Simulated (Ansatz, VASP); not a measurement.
# Zr in VASP and in Ansatz

File POSCAR:

```
Zr
1.0
    1.5364590000      2.6612220000      0.0000000000
   -1.5364590000      2.6612220000      0.0000000000
    0.0000000000      0.0000000000      4.8619530000
Zr
2
Direct
    0.3333300000      0.3333400000      0.2500000000
    0.6666600000      0.6666700000      0.7500000000
```

INCAR.step1

```
SYSTEM = Zr
PREC     = Accurate       ! precision mode
ENCUT    = 520            ! plane-wave cutoff, eV
ISMEAR   = -1             ! smearing method
SIGMA    = 0.1222         ! smearing width, eV
LREAL    = .FALSE.        ! projectors in reciprocal space
LASPH    = .TRUE.         ! aspherical terms in the spheres
NELM     = 100            ! most SCF steps
NBANDS   = 19             ! bands
GGA      = PE             ! functional
ALGO     = Normal         ! electronic algorithm
EDIFF    = 1E-4           ! SCF threshold, eV
LWAVE    = .TRUE.         ! write WAVECAR
LCHARG   = .FALSE.        ! write CHGCAR
```

The input INCAR.step2:

```
SYSTEM = Zr
PREC     = Accurate       ! precision mode
ENCUT    = 520            ! plane-wave cutoff, eV
EDIFF    = 1E-7           ! SCF threshold, eV
ISMEAR   = -1             ! smearing method
SIGMA    = 0.1222         ! smearing width, eV
LREAL    = .FALSE.        ! projectors in reciprocal space
LASPH    = .TRUE.         ! aspherical terms in the spheres
NELM     = 100            ! most SCF steps
ALGO     = Normal         ! electronic algorithm
ISIF     = 2              ! what is computed and relaxed
LWAVE    = .FALSE.        ! write WAVECAR
LCHARG   = .TRUE.         ! write CHGCAR
METAGGA  = R2SCAN         ! meta-GGA
LMIXTAU  = .TRUE.       
LELF     = .TRUE.         ! ELF
LVHAR    = .TRUE.       
NBANDS   = 19             ! bands
ISTART   = 1
```

Contents of KPOINTS:

```
regular mesh
0
G
  13 13 7
  0 0 0
```

Input for Ansatz:

```yaml
crystal:
  lattice:
    - [1.536459, 2.661222, 0.0]
    - [-1.536459, 2.661222, 0.0]
    - [0.0, 0.0, 4.861953]
  atoms:
    - { symbol: Zr, position: [0.33333, 0.33334, 0.25] }
    - { symbol: Zr, position: [0.66666, 0.66667, 0.75] }
  symmetry: { tolerance: 0.0003 }
kpoints:
  mp_grid: { grid: [13, 13, 7], shift: [0, 0, 0] }
  band_path:
    path:
      - [0.0, 0.0, 0.0]
      - [0.5, 0.0, 0.0]
      - [0.66666667, 0.33333333, 0.0]
      - [0.0, 0.0, 0.0]
      - [0.0, 0.0, 0.5]
      - [0.5, 0.0, 0.5]
      - [0.66666667, 0.33333333, 0.5]
      - [0.0, 0.0, 0.5]
      - [0.5, 0.0, 0.5]
      - [0.5, 0.0, 0.0]
      - [0.66666667, 0.33333333, 0.5]
    npoints: 6
magnetization:
  spin_polarized: false
scf:
  occupations: { method: fermi_dirac, width: 0.1222 }
  lower_state_search: "off"
  max_iter: 200
hamiltonian:
  pseudopotentials: { kind: paw }
  xc: r2scan
basis:
  ecutwfc: 500
  fft_grid_basis: typed
output:
  forces: true
  stress: true
  eigenvalues: true
  bader: true
  populations: true
  elf: true
  write_potential: true
  volumetric_format: npy
  dos:
    e_range: [-12, 8]
    de: 0.05
    projected: { site_lists: { Zr: [Zr] } }
checkpoint:
  read: saved_state
```

Alike in both runs: task single point; functional r2SCAN; k mesh 13 × 13 × 7; occupations fermi-dirac, width 0.1222 eV; no spin polarisation.

|  | VASP | Ansatz |
| --- | --- | --- |
| version | VASP 6.6.1 | Ansatz 0.2.0 |
| potentials or method | VASP PAW PBE potentials, release 64 (Zr_sv), cutoff 520 eV | PAW plane waves |
| valence electrons in the cell | 24 | 24 |

|  | VASP | Ansatz | Ansatz less VASP |
| --- | --- | --- | --- |
| pressure (GPa) | 20.7 | 20.7 | -0.05 |
| traceless stress, the component that is largest in VASP (GPa) | 1.74 | 1.76 | +0.019 |

VASP's potentials were made for PBE, not for r2SCAN. With one functional, cell and mesh, what is left measures potentials, basis and numerics. Ansatz's warnings: structure snapped to symmetry.
